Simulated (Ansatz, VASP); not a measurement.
**One calculation of S, two programs**

```
S
1.0
     0.00000    4.22126   -2.98465
     3.65572   -2.11063   -2.98465
    -3.65572   -2.11063   -2.98465
S
8
Direct
  0.25000 0.25000 0.25000
  0.75000 0.25000 0.25000
  0.25000 0.75000 0.25000
  0.75000 0.75000 0.25000
  0.25000 0.25000 0.75000
  0.75000 0.25000 0.75000
  0.25000 0.75000 0.75000
  0.75000 0.75000 0.75000
```

Alike in both runs: functional PBE; k mesh 6 × 6 × 6; occupations gaussian, width 0.1 eV; no spin polarisation.

Ansatz relaxed the structure, and its values are those at the end. VASP's run is a single point on that final structure, the one shown.

```csv
,VASP,Ansatz
version,VASP 6.6.1,Ansatz 0.2.0
potentials or method,"VASP PAW PBE potentials, release 64 (S), cutoff 520 eV","scalar-relativistic, plane waves, PAW"
valence electrons in the cell,48,48
```

|  | VASP | Ansatz | Ansatz less VASP |
| --- | --- | --- | --- |
| gap on the k mesh at the Fermi level (eV) | none | none | - |
| pressure (GPa) | -0.1 | 0.0 | +0.13 |

A gap of «none» marks a metal or a gap that the smearing closes.
